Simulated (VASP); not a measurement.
# TiO2 (I4/mmm) in VASP: single point with HSE06

Aim: the single point of TiO2 with HSE06.

Everything below comes from runs of VASP 6.6.1. Logs are shortened: lines on timing, memory, paths and dates and some standing lists are left out, and cuts for length are marked.

**1. The cell of the first run**

It takes space group I4/mmm (No. 139, tetragonal). Conventional cell: a = 3.390 Å, b = 3.390 Å, c = 4.974 Å, α = 90.00°, β = 90.00°, γ = 90.00°. Ti (site symmetry 4/mmm) has 8 O at 2.10 Å within 2.8 Å. Within 2.8 Å of O (site symmetry -4m2) lie 4 Ti at 2.10 Å and 6 O at 2.40 to 2.49 Å.

**2. Single point, HSE06 (uniaxial z strain +3.8%)**

POSCAR

```
TiO2
1.0
    0.0000000000      2.3968272579      2.4869479628
    2.3968272579      0.0000000000      2.4869479628
    2.3968272579      2.3968272579      0.0000000000
Ti O
1 2
Direct
    0.0000000000      0.0000000000      0.0000000000
    0.2500000000      0.2500000000      0.2500000000
    0.7500000000      0.7500000000      0.7500000000
```

INCAR.step1

```
SYSTEM = TiO2
PREC     = Accurate       ! precision mode
ENCUT    = 520            ! plane-wave cutoff, eV
EDIFF    = 1E-5           ! SCF threshold, eV
ISMEAR   = 0              ! smearing method
SIGMA    = 0.01           ! smearing width, eV
LREAL    = .False.        ! projectors in reciprocal space
LASPH    = .True.         ! aspherical terms in the spheres
NELM     = 80             ! most SCF steps
ALGO     = Normal         ! electronic algorithm
ISIF     = 2              ! what is computed and relaxed
LWAVE    = .True.         ! write WAVECAR
LCHARG   = .False.        ! write CHGCAR
GGA      = PE             ! functional
NBANDS   = 19             ! bands
KPAR     = 4
```

INCAR.step2

```
SYSTEM = TiO2
PREC     = Accurate       ! precision mode
ENCUT    = 520            ! plane-wave cutoff, eV
EDIFF    = 1E-6           ! SCF threshold, eV
ISMEAR   = 0              ! smearing method
SIGMA    = 0.01           ! smearing width, eV
LREAL    = .False.        ! projectors in reciprocal space
LASPH    = .True.         ! aspherical terms in the spheres
NELM     = 80             ! most SCF steps
ALGO     = Normal         ! electronic algorithm
ISIF     = 2              ! what is computed and relaxed
LWAVE    = .False.        ! write WAVECAR
LCHARG   = .False.        ! write CHGCAR
GGA      = PE             ! functional
LHFCALC  = .True.         ! exact exchange
HFSCREEN = 0.2079         ! screening, 1/A
PRECFOCK = Normal       
ISTART   = 1            
NBANDS   = 19             ! bands
KPAR     = 4
```

KPOINTS

```
Automatic mesh
0
Gamma
  6 6 6
  0 0 0
```

Potentials or basis: VASP PAW PBE potentials, release 64 (Ti_sv, O).

The run is started by

```sh
cat potpaw_PBE.64/Ti_sv/POTCAR potpaw_PBE.64/O/POTCAR > POTCAR
cp INCAR.step1 INCAR
mpirun -np 4 vasp_std > vasp.out
cp INCAR.step2 INCAR
mpirun -np 4 vasp_std > vasp.out
```

OUTCAR:

```text
SYSTEM = TiO2
   PREC = Accurate
   ENCUT = 520
   EDIFF = 1E-6
   ISMEAR = 0
   LREAL = .False.
   LASPH = .True.
   NELM = 80
   ISIF = 2
   GGA = PE
   LHFCALC = .True.
   HFSCREEN = 0.2079
   PRECFOCK = Normal
   ISTART = 1

 ion  position               nearest neighbor table
   1  0.000  0.000  0.000-   3 2.10   3 2.10   3 2.10   2 2.10   3 2.10   2 2.10   2 2.10   2 2.10

   2  0.250  0.250  0.250-   1 2.10   1 2.10   1 2.10   1 2.10
   3  0.750  0.750  0.750-   1 2.10   1 2.10   1 2.10   1 2.10

  LATTYP: Found a body centered tetragonal cell.
 ALAT       =     3.3896256148
 C/A-ratio  =     1.4673879923

  Lattice vectors:

 A1 = (  -2.3968272579,   0.0000000000,   2.4869479628)
 A2 = (   2.3968272579,   0.0000000000,   2.4869479628)
 A3 = (   0.0000000000,   2.3968272579,  -2.4869479628)

Analysis of symmetry for initial positions (statically):
=====================================================================
 Subroutine PRICEL returns:
 Original cell was already a primitive cell.

 Routine SETGRP: Setting up the symmetry group for a
 body centered tetragonal supercell.

 Subroutine GETGRP returns: Found 16 space group operations
 (whereof 16 operations were pure point group operations)
 out of a pool of 16 trial point group operations.

The static configuration has the point symmetry D_4h.

Analysis of symmetry for dynamics (positions and initial velocities):
=====================================================================
 Subroutine PRICEL returns:
 Original cell was already a primitive cell.

 Routine SETGRP: Setting up the symmetry group for a
 body centered tetragonal supercell.

 Subroutine GETGRP returns: Found 16 space group operations
 (whereof 16 operations were pure point group operations)
 out of a pool of 16 trial point group operations.

The dynamic configuration has the point symmetry D_4h.

 Subroutine INISYM returns: Found 16 space group operations
 (whereof 16 operations are pure point group operations),
 and found     1 'primitive' translations

----------------------------------------------------------------------------------------

                                     Primitive cell

  volume of cell :      28.5739

  direct lattice vectors                    reciprocal lattice vectors
     0.000000000  2.396827258  2.486947963    -0.208609110  0.208609110  0.201049643
     2.396827258  0.000000000  2.486947963     0.208609110 -0.208609110  0.201049643
     2.396827258  2.396827258  0.000000000     0.208609110  0.208609110 -0.201049643

  length of vectors
     3.453938487  3.453938487  3.389625615     0.357010476  0.357010476  0.357010476

  position of ions in fractional coordinates (direct lattice)
     0.000000000  0.000000000  0.000000000
     0.250000000  0.250000000  0.250000000
     0.750000000  0.750000000  0.750000000

  ion indices of the primitive-cell ions
   primitive index   ion index
                 1           1
                 2           2
                 3           3

----------------------------------------------------------------------------------------

 KPOINTS: Automatic mesh

Automatic generation of k-mesh.
 Grid dimensions read from file:
 generate k-points for:    6    6    6

 Generating k-lattice:

  Cartesian coordinates                     Fractional coordinates (reciprocal lattice)
    -0.034768185  0.034768185  0.033508274     0.166666667  0.000000000  0.000000000
     0.034768185 -0.034768185  0.033508274     0.000000000  0.166666667  0.000000000
     0.034768185  0.034768185 -0.033508274     0.000000000  0.000000000  0.166666667

  Length of vectors
     0.059501746  0.059501746  0.059501746

  Shift w.r.t. Gamma in fractional coordinates (k-lattice)
     0.000000000  0.000000000  0.000000000

 Subroutine IBZKPT returns following result:
 ===========================================

 Found     30 irreducible k-points:

 Following reciprocal coordinates:
            Coordinates               Weight
  0.000000  0.000000  0.000000      1.000000
  0.166667 -0.000000  0.000000      8.000000
  0.333333 -0.000000  0.000000      8.000000
  0.500000  0.000000  0.000000      4.000000
  0.166667  0.166667  0.000000      2.000000
  0.333333  0.166667  0.000000      8.000000
[... 16 lines left out ...]
  0.333333  0.000000  0.333333      4.000000
  0.500000  0.000000  0.333333     16.000000
 [... further k-points ...]
   k-points           NKPTS =     30   k-points in BZ     NKDIM =    216   number of bands    NBANDS=     19
   number of dos      NEDOS =    301   number of ions     NIONS =      3
   total plane-waves  NPLWV =  21952
   dimension x,y,z NGX =    28 NGY =   28 NGZ =   28
   dimension x,y,z NGXF=    56 NGYF=   56 NGZF=   56
   ions per type =               1   2
   NGX,Y,Z   is equivalent  to a cutoff of  13.48, 13.48, 13.73 a.u.
   NGXF,Y,Z  is equivalent  to a cutoff of  26.95, 26.95, 27.47 a.u.
 SYSTEM =  TiO2
   PREC   = accura    normal or accurate (medium, high low for compatibility)
   ISTART =      1    job   : 0-new  1-cont  2-samecut
   ICHARG =      0    charge: 1-file 2-atom 10-const
   ISPIN  =      1    spin polarized calculation?
   LNONCOLLINEAR =      F non collinear calculations
   LSORBIT =      F    spin-orbit coupling
   LASPH  =      T    aspherical Exc in radial PAW
   ENCUT  =  520.0 eV  38.22 Ry    6.18 a.u.   6.42  6.42  6.30*2*pi/ulx,y,z
   NELM   =     80;   NELMIN=  2; NELMDL=  0     # of ELM steps
   EDIFF  = 0.1E-05   stopping-criterion for ELM
   LREAL  =      F    real-space projection
   EDIFFG = 0.1E-04   stopping-criterion for IOM
   NSW    =      0    number of steps for IOM
   IBRION =     -1    ionic relax: 0-MD 1-quasi-New 2-CG
   NFREE  =      0    steps in history (QN), initial steepest desc. (CG)
   ISIF   =      2    stress and relaxation
   ISYM   =      3    0-nonsym 1-usesym 2-fastsym
   POTIM  = 0.5000    time-step for ionic-motion
   TEBEG  =    0.0;   TEEND  =   0.0 temperature during run
   PSTRESS=    0.0 pullay stress
   NELECT =      24.0000    total number of electrons
   NUPDOWN=      -1.0000    fix difference up-down
   EMIN   =  10.00;   EMAX   =-10.00  energy-range for DOS
   EFERMI =   0.00;   METHOD = LEGACY
   ISMEAR =     0;   SIGMA  =   0.01  broadening in eV -4-tet -1-fermi 0-gaus
   EFERMI_NEDOS =   21; number of points for ismear=-14 and -15
   IALGO  =     38    algorithm
   IMIX   =      1    mixing-type and parameters
     AMIX     =   0.40;   BMIX     =  1.00
     AMIX_MAG =   1.60;   BMIX_MAG =  1.00
  volume/ion in A,a.u.               =       9.52        64.28
  Fermi-wavevector in a.u.,A,eV,Ry     =   1.544621  2.918910 32.461503  2.385853
  Thomas-Fermi vector in A             =   2.650116
   LORBIT       =      0    0 simple, 1 ext, 2 COOP (PROOUT), +10 PAW based schemes
   GGA     = PE    functional components
   LHFCALC =     T    Hartree Fock is set to
   PRECFOCK=normal    Normal, Fast or Accurate (Low or Medium for compatibility)
   ENCUT4O =  -1.0   cutoff for four orbital integrals eV
   NKREDX  =     1    reduce k-point grid by
   NKREDY  =     1    reduce k-point grid by
   NKREDZ  =     1    reduce k-point grid by
   AEXX    =    0.2500 exact exchange contribution
   HFSCREEN=    0.2079 screening length (either q_TF or 0.3 A-1)
   HFSCREENC=   0.2079 screening length for correlation (either q_TF or 0.3 A-1)
   ENCUTFOCK=  -1.0 apply spherical cutoff to Coloumb kernel
   IVDW    =     0    specifies the selected vdW correction
   LEPSILON=     F    determine dielectric tensor
   LRPA    =     F    only Hartree local field effects (RPA)
 non-spin polarized calculation
 Gauss-broadening in eV      SIGMA  =   0.01
  energy-cutoff  :      520.00
  volume of cell :       28.57
 maximum number of plane-waves:       794
 NGX is ok and might be reduce to    28
  NGX = 20; NGY = 20; NGZ = 20

 number of electron      24.0000000 magnetization

 Free energy of the ion-electron system (eV)
  ---------------------------------------------------
  ext. energy  EPLUGINS =         0.00000000
  ---------------------------------------------------
  free energy    TOTEN  =       -32.16898811 eV

  energy without entropy =      -32.16898811  energy(sigma->0) =      -32.16898811

 E-fermi :   6.3596     XC(G=0):  -9.8627

 val. band max:        6.3125501100   @ k =   0.5000   0.0000   0.5000
 cond. band min:       8.5976385629   @ k =   0.0000   0.0000   0.0000
 fundamental gap:      2.2850884530
 Fermi energy:         6.3596363444

 k-point     1 :       0.0000    0.0000    0.0000
  band No.  band energies     occupation
      1     -56.2198      2.00000
      2     -30.6224      2.00000
      3     -30.6224      2.00000
      4     -30.6085      2.00000
      5     -15.2355      2.00000
      6     -11.3454      2.00000
[... 11 lines left out ...]
     18      14.9130      0.00000
     19      21.4409      0.00000

 k-point     2 :       0.1667   -0.0000    0.0000
  band No.  band energies     occupation
      1     -56.2148      2.00000
      2     -30.6799      2.00000
      3     -30.6294      2.00000
      4     -30.6210      2.00000
      5     -14.9127      2.00000
      6     -11.7102      2.00000
[... 11 lines left out ...]
     18      15.9202      0.00000
     19      21.3895      0.00000

 k-point     3 :       0.3333   -0.0000    0.0000
  band No.  band energies     occupation
      1     -56.2049      2.00000
      2     -30.7985      2.00000
      3     -30.6434      2.00000
      4     -30.6392      2.00000
      5     -14.1640      2.00000
      6     -12.4280      2.00000
[... 11 lines left out ...]
     18      17.4978      0.00000
     19      21.4895      0.00000

 k-point     4 :       0.5000    0.0000    0.0000
  band No.  band energies     occupation
      1     -56.1999      2.00000
      2     -30.8564      2.00000
      3     -30.6504      2.00000
      4     -30.6481      2.00000
      5     -13.6109      2.00000
      6     -12.9150      2.00000
[... 407 lines left out ...]
     18      19.2823      0.00000
     19      22.9696      0.00000

 k-point    23 :       0.3333    0.0000    0.3333
  band No.  band energies     occupation
      1     -56.1992      2.00000
      2     -30.8082      2.00000
      3     -30.6880      2.00000
      4     -30.6626      2.00000
      5     -13.7730      2.00000
      6     -12.6485      2.00000
[... 11 lines left out ...]
     18      17.5804      0.00000
     19      21.3336      0.00000

 k-point    24 :       0.5000    0.0000    0.3333
  band No.  band energies     occupation
      1     -56.1942      2.00000
      2     -30.8370      2.00000
      3     -30.7164      2.00000
      4     -30.6786      2.00000
      5     -13.2912      2.00000
      6     -12.9627      2.00000
[... 11 lines left out ...]
     18      18.7639      0.00000
     19      21.8941      0.00000

 [... further k-points ...]

------------------------ aborting loop because EDIFF is reached ----------------------------------------

  FORCE on cell =-STRESS in cart. coord.  units (eV):
  Direction    XX          YY          ZZ          XY          YZ          ZX
  --------------------------------------------------------------------------------------
  -------------------------------------------------------------------------------------
  Total       -0.9311161     -0.9311161     -4.6626093      0.0000000      0.0000000     -0.0000000
  in kB      -52.2088681    -52.2088681   -261.4384392      0.0000000      0.0000000     -0.0000000
  external PRESSURE =    -121.9520585 kB  Pullay stress =       0.0000000 kB

 VOLUME and BASIS-vectors are now :
 -----------------------------------------------------------------------------
  energy-cutoff  :      520.00
  volume of cell :       28.57
      direct lattice vectors                 reciprocal lattice vectors
     0.000000000  2.396827258  2.486947963    -0.208609110  0.208609110  0.201049643
     2.396827258  0.000000000  2.486947963     0.208609110 -0.208609110  0.201049643
     2.396827258  2.396827258  0.000000000     0.208609110  0.208609110 -0.201049643

 POSITION                                       TOTAL-FORCE (eV/Angst)
 -----------------------------------------------------------------------------------
      0.00000      0.00000      0.00000         0.000000      0.000000     -0.000000
      1.19841      1.19841      1.24347         0.000000      0.000000      0.000000
      3.59524      3.59524      3.73042        -0.000000     -0.000000      0.000000
 -----------------------------------------------------------------------------------
    total drift:                               -0.000000      0.000000     -0.000000

  FREE ENERGIE OF THE ION-ELECTRON SYSTEM (eV)
  ---------------------------------------------------
  free  energy   TOTEN  =       -32.1689881108 eV

  energy  without entropy=      -32.1689881108  energy(sigma->0) =      -32.16898811
```

It took 55 min on 4 MPI ranks of Oxide Virtual Turin-like, shared host; peak memory 0.24 GiB.

Results:

```yaml
Free_energy: -32.1690 eV
Pressure: -12.2 GPa
Band_gap_on_the_k_mesh: 2.29 eV (least direct gap 2.97 eV)
```

Caveat: the cell differs from its parent crystal (uniaxial z strain +3.8%); the stress differs along the axes, from -26 to -5 GPa; the structure was generated, so it needn't be the stable form of TiO2; the PAW data sets were made with another functional, which shifts forces and pressure a little. A k mesh can miss the band edges.
